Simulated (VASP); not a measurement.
# Al5GaN6 (P-3m1) in VASP: a series of runs, part 2 of 2

VASP 6.6.1. The steps go on from the part before.

### Step 4. Single point, PBE

The input, INCAR:

```
SYSTEM = Al5GaN6
ALGO     = Normal         ! electronic algorithm
EDIFF    = 1E-7           ! SCF threshold, eV
ENCUT    = 520            ! plane-wave cutoff, eV
GGA      = PE             ! functional
ISIF     = 2              ! what is computed and relaxed
ISMEAR   = 0              ! smearing method
LASPH    = .True.         ! aspherical terms in the spheres
LCHARG   = .False.        ! write CHGCAR
LREAL    = .False.        ! projectors in reciprocal space
LWAVE    = .False.        ! write WAVECAR
NBANDS   = 41             ! bands
NELM     = 100            ! most SCF steps
PREC     = Accurate       ! precision mode
SIGMA    = 0.1            ! smearing width, eV
```

The input, KPOINTS:

```
k-points
0
Gamma
  6 6 2
  0 0 0
```

The input, POSCAR:

```
Al5GaN6
1.0
    2.9016782789      0.0000000000      0.0000000000
   -1.4508391395      2.5129271031      0.0000000000
    0.0000000000      0.0000000000     14.2254999648
Al Ga N
5 1 6
Direct
    0.3333333333      0.6666666667      0.8350074997
    0.6666666667      0.3333333333      0.6699970336
    0.3333333333      0.6666666667      0.3300029664
    0.6666666667      0.3333333333      0.1649925003
    0.0000000000      0.0000000000      0.0000000000
    0.0000000000      0.0000000000      0.5000000000
    0.6666666667      0.3333333333      0.9175102970
    0.0000000000      0.0000000000      0.7525591861
    0.3333333333      0.6666666667      0.5889522165
    0.6666666667      0.3333333333      0.4110477835
    0.0000000000      0.0000000000      0.2474408139
    0.3333333333      0.6666666667      0.0824897030
```

Potentials or basis: VASP PAW PBE potentials, release 64 (Al, Ga_d, N).

Started as:

```
$ cat potpaw_PBE.64/Al/POTCAR potpaw_PBE.64/Ga_d/POTCAR potpaw_PBE.64/N/POTCAR > POTCAR
$ mpirun -np 1 vasp_std > vasp.out
```

OUTCAR:

```text
SYSTEM = Al5GaN6
   EDIFF = 1E-7
   ENCUT = 520
   GGA = PE
   ISIF = 2
   ISMEAR = 0
   LASPH = .True.
   LREAL = .False.
   NELM = 100
   PREC = Accurate

 ion  position               nearest neighbor table
   1  0.333  0.667  0.835-   8 2.05   8 2.05   8 2.05   7 2.05   7 2.05   7 2.05   5 2.88   5 2.88
                             5 2.88   2 2.88   2 2.88   2 2.88
   2  0.667  0.333  0.670-   9 2.03   9 2.03   9 2.03   8 2.05   8 2.05   8 2.05   1 2.88   1 2.88
                             1 2.88   6 2.94   6 2.94   6 2.94
   3  0.333  0.667  0.330-  10 2.03  10 2.03  10 2.03  11 2.05  11 2.05  11 2.05   4 2.88   4 2.88
                             4 2.88   6 2.94   6 2.94   6 2.94
   4  0.667  0.333  0.165-  11 2.05  11 2.05  11 2.05  12 2.05  12 2.05  12 2.05   5 2.88   5 2.88
                             5 2.88   3 2.88   3 2.88   3 2.88
[... 842 lines left out ...]
      direct lattice vectors                 reciprocal lattice vectors
     2.901678279  0.000000000  0.000000000     0.344628144  0.198971152  0.000000000
    -1.450839139  2.512927103  0.000000000     0.000000000  0.397942304  0.000000000
     0.000000000  0.000000000 14.225499965     0.000000000  0.000000000  0.070296299

 POSITION                                       TOTAL-FORCE (eV/Angst)
 -----------------------------------------------------------------------------------
     -0.00000      1.67528     11.87840         0.000000     -0.000000     -0.001417
      1.45084      0.83764      9.53104        -0.000000     -0.000000      0.001185
     -0.00000      1.67528      4.69446         0.000000     -0.000000     -0.001185
      1.45084      0.83764      2.34710        -0.000000     -0.000000      0.001417
      0.00000      0.00000      0.00000         0.000000     -0.000000      0.000000
      0.00000      0.00000      7.11275         0.000000     -0.000000      0.000000
      1.45084      0.83764     13.05204        -0.000000      0.000000      0.000343
      0.00000      0.00000     10.70553        -0.000000     -0.000000      0.001693
     -0.00000      1.67528      8.37814         0.000000     -0.000000      0.050940
      1.45084      0.83764      5.84736        -0.000000      0.000000     -0.050940
      0.00000      0.00000      3.51997        -0.000000      0.000000     -0.001693
     -0.00000      1.67528      1.17346        -0.000000     -0.000000     -0.000343
 -----------------------------------------------------------------------------------
    total drift:                                0.000000      0.000000      0.000000

  FREE ENERGIE OF THE ION-ELECTRON SYSTEM (eV)
  ---------------------------------------------------
  free  energy   TOTEN  =       -83.7475403007 eV

  energy  without entropy=      -83.7475403007  energy(sigma->0) =      -83.74754030
```

OSZICAR:

```text
N       E                     dE             d eps       ncg     rms          rms(c)
DAV:   1     0.448346060170E+03    0.44835E+03   -0.25794E+04  1297   0.170E+03
DAV:   2    -0.263065374939E+02   -0.47465E+03   -0.43535E+03  1364   0.465E+02
DAV:   3    -0.913655696388E+02   -0.65059E+02   -0.63975E+02  1350   0.137E+02
DAV:   4    -0.943785253207E+02   -0.30130E+01   -0.29997E+01  1556   0.324E+01
DAV:   5    -0.944449720170E+02   -0.66447E-01   -0.66387E-01  1495   0.459E+00    0.184E+01
DAV:   6    -0.837159313231E+02    0.10729E+02   -0.36065E+01  1765   0.465E+01    0.598E+00
DAV:   7    -0.837978787751E+02   -0.81947E-01   -0.30721E+00  1429   0.902E+00    0.449E+00
DAV:   8    -0.837618931730E+02    0.35986E-01   -0.29103E-01  1529   0.347E+00    0.844E-01
DAV:   9    -0.837471011259E+02    0.14792E-01   -0.65142E-02  1735   0.266E+00    0.361E-01
DAV:  10    -0.837473071938E+02   -0.20607E-03   -0.90643E-03  1483   0.522E-01    0.194E-01
DAV:  11    -0.837475677470E+02   -0.26055E-03   -0.15197E-03  1775   0.251E-01    0.726E-02
DAV:  12    -0.837475365648E+02    0.31182E-04   -0.12782E-04  1607   0.936E-02    0.337E-02
DAV:  13    -0.837475405973E+02   -0.40325E-05   -0.52803E-05  1575   0.428E-02    0.131E-02
DAV:  14    -0.837475402811E+02    0.31615E-06   -0.49395E-06  1574   0.162E-02    0.449E-03
DAV:  15    -0.837475405019E+02   -0.22076E-06   -0.17010E-06  1519   0.724E-03    0.224E-03
DAV:  16    -0.837475403379E+02    0.16398E-06   -0.22291E-07  1133   0.321E-03    0.716E-04
DAV:  17    -0.837475403007E+02    0.37196E-07   -0.35741E-08   904   0.148E-03
   1 F= -.83747540E+02 E0= -.83747540E+02  d E =-.318056E-11
```

stdout:

```text
POSCAR found type information on POSCAR AlGaN
 POSCAR found :  3 types and      12 ions
 scaLAPACK will be used
 LDA part: xc-table for (Slater+PW92), standard interpolation
 POSCAR, INCAR and KPOINTS ok, starting setup
 FFT: planning ... GRIDC
 FFT: planning ... GRID_SOFT
 FFT: planning ... GRID
 WAVECAR not read
 entering main loop
```

Run time: 2.4 min. Hardware: 1 thread of Intel Xeon 8259CL, shared host; peak memory 0.26 GiB.

Results:

```
Free energy            : -83.7475 eV
Pressure               : 0.0 GPa
Largest force          : 0.051 eV/Å
Band gap on the k mesh : 3.11 eV (least direct gap 3.88 eV)
```

Forces on the atoms (eV/Å):
```
Al   0.000  0.000 -0.001
Al   0.000  0.000  0.001
Al   0.000  0.000 -0.001
Al   0.000  0.000  0.001
Al   0.000  0.000  0.000
Ga   0.000  0.000  0.000
N    0.000  0.000  0.000
N    0.000  0.000  0.002
N    0.000  0.000  0.051
N    0.000  0.000 -0.051
N    0.000  0.000 -0.002
N    0.000  0.000  0.000
```

### Step 5. Relaxation of cell and atoms, PBE

This run uses another cell than the first one, of 13.20 Å³/atom.

The input, INCAR:

```
SYSTEM = Al5GaN6
ALGO     = Normal         ! electronic algorithm
EDIFF    = 1E-6           ! SCF threshold, eV
EDIFFG   = -0.04          ! ionic threshold
ENCUT    = 600            ! plane-wave cutoff, eV
GGA      = PE             ! functional
IBRION   = 2              ! ionic algorithm
ISIF     = 3              ! what is computed and relaxed
ISMEAR   = 0              ! smearing method
LASPH    = .True.         ! aspherical terms in the spheres
LCHARG   = .False.        ! write CHGCAR
LREAL    = .False.        ! projectors in reciprocal space
LWAVE    = .False.        ! write WAVECAR
NELM     = 80             ! most SCF steps
NSW      = 90             ! ionic steps
PREC     = Accurate       ! precision mode
SIGMA    = 0.1            ! smearing width, eV
```

The input, KPOINTS:

```
k-points
0
Gamma
  6 6 1
  0 0 0
```

The input, POSCAR:

```
Al5GaN6
1.0
    3.3419538300      0.0000000000      0.0000000000
   -1.6709769100      2.8942169100      0.0000000000
    0.0000000000      0.0000000000     16.3721632300
Al Ga N
5 1 6
Direct
    0.3333333300      0.6666666700      0.8333333300
    0.6666666700      0.3333333300      0.6666666700
    0.3333333300      0.6666666700      0.3333333300
    0.6666666700      0.3333333300      0.1666666700
    0.0000000000      0.0000000000      0.0000000000
    0.0000000000      0.0000000000      0.5000000000
    0.6666666700      0.3333333300      0.9166666700
    0.0000000000      0.0000000000      0.7500000000
    0.3333333300      0.6666666700      0.5833333300
    0.6666666700      0.3333333300      0.4166666700
    0.0000000000      0.0000000000      0.2500000000
    0.3333333300      0.6666666700      0.0833333300
```

Started as:

```
$ cat potpaw_PBE.64/Al/POTCAR potpaw_PBE.64/Ga_d/POTCAR potpaw_PBE.64/N/POTCAR > POTCAR
$ mpirun -np 1 vasp_std > vasp.out
```

Run time: 18 min. Hardware: 1 thread of Intel Xeon 8259CL, shared host; peak memory 0.37 GiB.

Results (log left out):

| Item | Value |
| --- | --- |
| Free energy | -83.8302 eV |
| Relaxed volume | 8.63 Å³/atom |
| Relaxed cell | a = 2.901 Å, b = 2.901 Å, c = 14.218 Å, α = 90.00°, β = 90.00°, γ = 120.00° |
| Space group after relaxing (to 0.1 Å) | P-3m1 (No. 164) |
| Energy gained by relaxing | 882.0 meV/atom |
| Ionic steps | 11 |
| Pressure after relaxing | 0.3 GPa |
| Largest force after relaxing | 0.030 eV/Å |
| Band gap on the k mesh | 3.17 eV (least direct gap 3.89 eV) |

Forces on the atoms (eV/Å):
```
Al   0.000  0.000 -0.018
Al   0.000  0.000 -0.016
Al   0.000  0.000  0.016
Al   0.000  0.000  0.018
Al   0.000  0.000  0.000
Ga   0.000  0.000  0.000
N    0.000  0.000 -0.003
N    0.000  0.000  0.022
N    0.000  0.000  0.030
N    0.000  0.000 -0.030
N    0.000  0.000 -0.022
N    0.000  0.000  0.003
```

Stress tensor (GPa, compression positive):
```
0.23 0.00 0.00
0.00 0.23 0.00
0.00 0.00 0.34
```

Step by step:
```tsv
step	energy change (eV)	largest force (eV/Å)	pressure (GPa)	volume (Å³)
1	0.0000	0.6645	-42.02	158.36
2	-9.1405	1.0920	40.14	91.54
3	-10.5092	0.9606	-0.13	103.89
4	-10.5045	0.9681	2.08	102.95
5	-10.5568	0.3508	2.29	102.82
6	-10.5572	0.3526	2.31	102.80
7	-10.5698	0.2231	-1.97	104.58
8	-10.5728	0.2302	-0.74	104.04
9	-10.5799	0.0956	-0.40	103.89
10	-10.5819	0.1305	-0.10	103.76
11	-10.5840	0.0297	0.27	103.60
```

Final structure:
```cif
data_structure
_symmetry_space_group_name_H-M 'P 1'
_symmetry_Int_Tables_number 1
_cell_length_a 2.9006
_cell_length_b 2.9006
_cell_length_c 14.2182
_cell_angle_alpha 90.000
_cell_angle_beta 90.000
_cell_angle_gamma 120.000
_cell_volume 103.60
loop_
_atom_site_label
_atom_site_type_symbol
_atom_site_fract_x
_atom_site_fract_y
_atom_site_fract_z
_atom_site_occupancy
Al1 Al 0.33333 0.66667 0.83508 1
Al2 Al 0.66667 0.33333 0.67009 1
Al3 Al 0.33333 0.66667 0.32991 1
Al4 Al 0.66667 0.33333 0.16492 1
Al5 Al 0.00000 0.00000 0.00000 1
Ga1 Ga 0.00000 0.00000 0.50000 1
N1 N 0.66667 0.33333 0.91755 1
N2 N 0.00000 0.00000 0.75258 1
N3 N 0.33333 0.66667 0.58905 1
N4 N 0.66667 0.33333 0.41095 1
N5 N 0.00000 0.00000 0.24742 1
N6 N 0.33333 0.66667 0.08245 1
```

Levels at points of the mesh, in eV from the valence-band top:
| k point | band 25 | band 26 | band 27 | band 28 | band 29 | band 30 | band 31 | band 32 | band 33 | band 34 |
| --- | --- | --- | --- | --- | --- | --- | --- | --- | --- | --- |
| (0.00, 0.00, 0.00) | -0.02 | -0.02 | -0.01 | 0.00 | 0.00 | 4.54 | 5.81 | 6.07 | 6.13 | 6.27 |
| (0.50, 0.00, 0.00) | -2.33 | -1.50 | -1.36 | -0.77 | -0.72 | 3.17 | 4.94 | 5.34 | 5.70 | 5.85 |

Caveat: the volume moved by over 15 % at a fixed basis, so the end points are rough; an odd mesh through Γ misses points on the zone boundary, where band edges can lie.

### Step 6. Overview

```tsv
task	cell	k mesh	cutoff (eV)	gap on the mesh (eV)	pressure (GPa)	largest force (eV/Å)
single point	a = 2.902, b = 2.902, c = 14.225 Å, angles 90.0, 90.0, 120.0°, 12 atoms, atomic positions A	6 × 6 × 1	520	3.16	0.0	0.05
single point	a = 3.342, b = 3.342, c = 16.372 Å, angles 90.0, 90.0, 120.0°, 12 atoms, atomic positions B	6 × 6 × 1	520	0.19	-41.9	0.66
single point	a = 2.902, b = 2.902, c = 14.225 Å, angles 90.0, 90.0, 120.0°, 12 atoms, atomic positions A	6 × 6 × 2	520	3.11	0.0	0.05
relaxation of cell and atoms	relaxed from a = 3.342, b = 3.342, c = 16.372 Å, angles 90.0, 90.0, 120.0°, 12 atoms, atomic positions B	6 × 6 × 1	600	3.17	0.3	0.03
```

Alike in all rows: level PBE; potentials or basis VASP PAW PBE potentials, release 64 (Al, Ga_d, N); no spin polarisation; smearing gaussian 0.1 eV.

Caveats: some runs use coarse meshes; an odd mesh through Γ misses points on the zone boundary, where band edges can lie (at least some runs); the cell stands under tension (at least some runs); the volume moved by over 15 % at a fixed basis, so the end points are rough (at least some runs).

Total energies depend on the potentials used, so only differences within one code and one set of settings carry meaning.
